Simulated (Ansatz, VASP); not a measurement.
## Rh in VASP and in Ansatz

```
Rh
1.0
     2.77194    0.00000    0.00000
    -1.38597    2.40057    0.00000
     0.00000    0.00000    4.29563
Rh
2
Direct
  0.66667 0.33333 0.75000
  0.33333 0.66667 0.25000
```

Change from the starting cell: strain +0.015 along x and y, -0.030 along z, atoms carried along.

Alike in both runs: task single point; functional PBEsol; k mesh 18 × 18 × 12; occupations gaussian, width 0.15 eV; no spin polarisation.

|  | VASP | Ansatz |
| --- | --- | --- |
| version | VASP 6.6.1 | Ansatz 0.2.0 |
| potentials or method | VASP PAW PBE potentials, release 64 (Rh_pv), cutoff 520 eV | scalar-relativistic, plane waves, PAW |
| valence electrons in the cell | 30 | 34 |

```tsv
	VASP	Ansatz	Ansatz less VASP
gap on the k mesh at the Fermi level (eV)	none	none	-
pressure (GPa)	-13.0	-12.9	+0.11
traceless stress, the component that is largest in VASP (GPa)	5.81	5.80	-0.011
```

VASP's potentials were made for PBE, not for PBEsol. A gap of «none» marks a metal or a gap that the smearing closes. VASP's potentials hold 30 valence electrons a cell and Ansatz's 34, so a difference there can come from the potentials and not from the codes.
